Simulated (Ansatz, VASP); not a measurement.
InO: VASP beside Ansatz

```
In O
1.0
     3.60127    0.00000    0.00000
    -1.80064    3.11879    0.00000
     0.00000    0.00000   15.45572
In O
2 2
Direct
  0.66667 0.33333 0.58953
  0.66667 0.33333 0.41047
  0.00000 0.00000 0.63988
  0.00000 0.00000 0.36012
```

Change from the starting cell: strain +0.050 along x and y, -0.025 along z, atoms carried along.

Alike in both runs: task single point; functional PBE; dispersion D3(BJ); k mesh 12 × 12 × 2; occupations gaussian, width 0.05 eV; no spin polarisation.

|  | VASP | Ansatz |
| --- | --- | --- |
| version | VASP 6.6.1 | Ansatz 0.2.0 |
| potentials or method | VASP PAW PBE potentials, release 64 (In_d, O), cutoff 520 eV | scalar-relativistic, plane waves, PAW |
| valence electrons in the cell | 38 | 38 |

```tsv
	VASP	Ansatz	Ansatz less VASP
gap on the k mesh at the Fermi level (eV)	0.38	0.40	+0.015
least direct gap on the mesh (eV)	0.82	0.83	+0.010
rms of the force components (eV/Å)	0.439	0.453	+0.0146
```

Atom by atom the forces differ by 0.015 eV/Å (rms over components).
